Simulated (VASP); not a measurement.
Here is a VASP 6.6.1 calculation.

The input INCAR:

```
SYSTEM = Lu
ALGO     = Normal         ! electronic algorithm
EDIFF    = 1E-7           ! SCF threshold, eV
ENCUT    = 520            ! plane-wave cutoff, eV
GGA      = PE             ! functional
ISIF     = 2              ! what is computed and relaxed
ISMEAR   = -1             ! smearing method
LASPH    = .TRUE.         ! aspherical terms in the spheres
LCHARG   = .TRUE.         ! write CHGCAR
LELF     = .TRUE.         ! ELF
LREAL    = .FALSE.        ! projectors in reciprocal space
LVHAR    = .TRUE.       
LWAVE    = .FALSE.        ! write WAVECAR
NBANDS   = 18             ! bands
NELM     = 100            ! most SCF steps
PREC     = Accurate       ! precision mode
SIGMA    = 0.1            ! smearing width, eV
```

The input KPOINTS:

```
k-points
0
G
  11 11 11
  0 0 0
```

File POSCAR:

```
Lu
1.0
    3.2072444400      0.0000000000      0.0000000000
    0.0000000000      3.2072444400      0.0000000000
    0.0000000000      0.0000000000      3.2072444400
Lu
1
Direct
    0.0000000000      0.0000000000      0.0000000000
```

Potentials or basis: VASP PAW PBE potentials, release 64 (Lu).

Launch:

```bash
$ cat potpaw_PBE.64/Lu/POTCAR > POTCAR
$ mpirun -np 1 vasp_std > vasp.out
```

**Question.** What does it give for the band gap on the k mesh?

**Answer.** Zero (an odd number of electrons rules out a gap without spin polarisation).

**Question.** Estimate the pressure.

**Answer.** 0.0 GPa.

Caveat: spin-orbit coupling is left out, which moves the levels of the heavy elements.
